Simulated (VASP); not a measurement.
Crystal: GaBPN.

```xyz
4
Lattice="3.4101 0.0000 0.0000 0.0000 3.4101 0.0000 0.0000 0.0000 5.1556" Properties=species:S:1:pos:R:3 pbc="T T T"
Ga    1.7051    1.7051    2.5778
B     0.0000    0.0000    2.5778
P     1.7051    1.7051    0.0000
N     0.0000    0.0000    0.0000
```

| Item | Value |
| --- | --- |
| Program | VASP 6.6.1 |
| Task | relaxation of cell and atoms |
| Functional | PBE |
| Potentials or basis | VASP PAW PBE potentials, release 64 (Ga_d, B, P, N) |
| Cutoff | 600 eV |
| k mesh | 6 × 6 × 4 |
| Occupations | gaussian, width 0.1 eV |
| Spin | no spin polarisation |

At the start: pressure -21.0 GPa; volume 14.99 Å³/atom.

Where does the relaxation end?

Over 7 steps the energy falls by 343.9 meV/atom and the volume is 11.27 Å³/atom (-24.8 %); space group P4/mmm (No. 123, to 0.05 Å).

The path:
```tsv
step	energy change (eV)	largest force (eV/Å)	pressure (GPa)	volume (Å³)
1	0.0000	0.0000	-21.03	59.95
2	-1.3707	0.0000	2.25	44.41
3	-1.3750	0.0000	0.22	45.02
4	-1.3743	0.0000	-0.62	45.29
5	-1.3754	0.0000	-0.62	45.35
6	-1.3754	0.0000	-0.61	45.37
7	-1.3757	0.0000	0.30	45.07
```

Final structure:
```
Ga B P N
1.0
     3.04384    0.00000    0.00000
     0.00000    3.04384    0.00000
     0.00000    0.00000    4.86417
Ga B P N
1 1 1 1
Direct
  0.50000 0.50000 0.50000
  0.00000 0.00000 0.50000
  0.50000 0.50000 0.00000
  0.00000 0.00000 0.00000
```

Caveat: the volume moved by over 15 % at a fixed basis, so the end points are rough.
